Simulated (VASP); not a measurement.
Write the native input for VASP 6.6.1 that does the following.

| Quantity | Value |
| --- | --- |
| Task | single point |
| Functional | PBE |
| Potentials or basis | VASP PAW PBE potentials, release 64 (Sb) |
| Cutoff | 520 eV |
| k mesh | 6 × 6 × 1 |
| Occupations | fermi-dirac, width 0.02 eV |
| Spin | no spin polarisation |
| Dipole correction | yes |
| Further INCAR settings | ALGO = Normal; EDIFF = 1e-06; NBANDS = 18 |

The structure of Sb lies in POSCAR:

```
Sb
1.0
    5.1294278169      0.0000000000      0.0000000000
    0.0000000000      4.2400752000      0.0000000000
    0.0000000000      0.0000000000     29.0216962420
Sb
4
Direct
    0.0594220751      0.0000000000      0.3752152672
    0.4405779249      0.5000000000      0.3752152672
    0.5594220751      0.5000000000      0.2794673482
    0.9405779249      0.0000000000      0.2794673482
```

These files were run (other wordings do the same):

INCAR

```
PREC = Accurate
ENCUT = 520
EDIFF = 1E-6
ISMEAR = -1
SIGMA = 0.02
LREAL = F
LASPH = T
NELM = 60
ALGO = Normal
ISIF = 2
LWAVE = F
LCHARG = T
LDIPOL = T
IDIPOL = 3
DIPOL = 0.5 0.5 0.327
GGA = PE
LELF = T
LVHAR = T
LVACPOTAV = T
NBANDS = 18
```

KPOINTS

```
regular mesh
0
Gamma
  6 6 1
```

Potentials or basis: VASP PAW PBE potentials, release 64 (Sb).

Launch:

```console
$ cat potpaw_PBE.64/Sb/POTCAR > POTCAR
$ mpirun -np 1 vasp_std > vasp.out
```

It gave:

| Quantity | Value |
| --- | --- |
| Largest force | 0.307 eV/Å |
| Band gap on the k mesh | 0.53 eV, indirect (least direct gap 0.68 eV) |

Caveat: spin-orbit coupling is left out, which moves the levels of the heavy elements.

It took 2.1 min on 1 thread of Intel(R) Xeon(R) 6975P-C (Granite Rapids), with other jobs on the host, peak memory 0.64 GiB.
